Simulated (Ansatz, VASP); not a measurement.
# Cd3O2 in VASP and in Ansatz

```
CELL_PARAMETERS angstrom
1.68277 0.97155 7.91254
-1.68277 0.97155 7.91254
0.00000 -1.94310 7.91254
ATOMIC_POSITIONS crystal
Cd 0.78452 0.78452 0.78452
Cd 0.21548 0.21548 0.21548
Cd 0.00000 0.00000 0.00000
O 0.39139 0.39139 0.39139
O 0.60861 0.60861 0.60861
```

Alike in both runs: functional PBE; k mesh 12 × 12 × 12; occupations gaussian, width 0.1 eV; no spin polarisation.

Ansatz relaxed the structure, and its values are those at the end. VASP's run is a single point on that final structure, the one shown.

|  | VASP | Ansatz |
| --- | --- | --- |
| version | VASP 6.6.1 | Ansatz 0.2.0 |
| potentials or method | VASP PAW PBE potentials, release 64 (Cd, O), cutoff 520 eV | scalar-relativistic, plane waves, PAW |
| valence electrons in the cell | 48 | 72 |

```tsv
	VASP	Ansatz	Ansatz less VASP
gap on the k mesh at the Fermi level (eV)	none	none	-
pressure (GPa)	0.9	0.0	-0.87
rms of the force components (eV/Å)	0.018	0.000	-0.0174
```

A gap of «none» marks a metal or a gap that the smearing closes. VASP's potentials hold 48 valence electrons a cell and Ansatz's 72, so a difference there can come from the potentials and not from the codes.
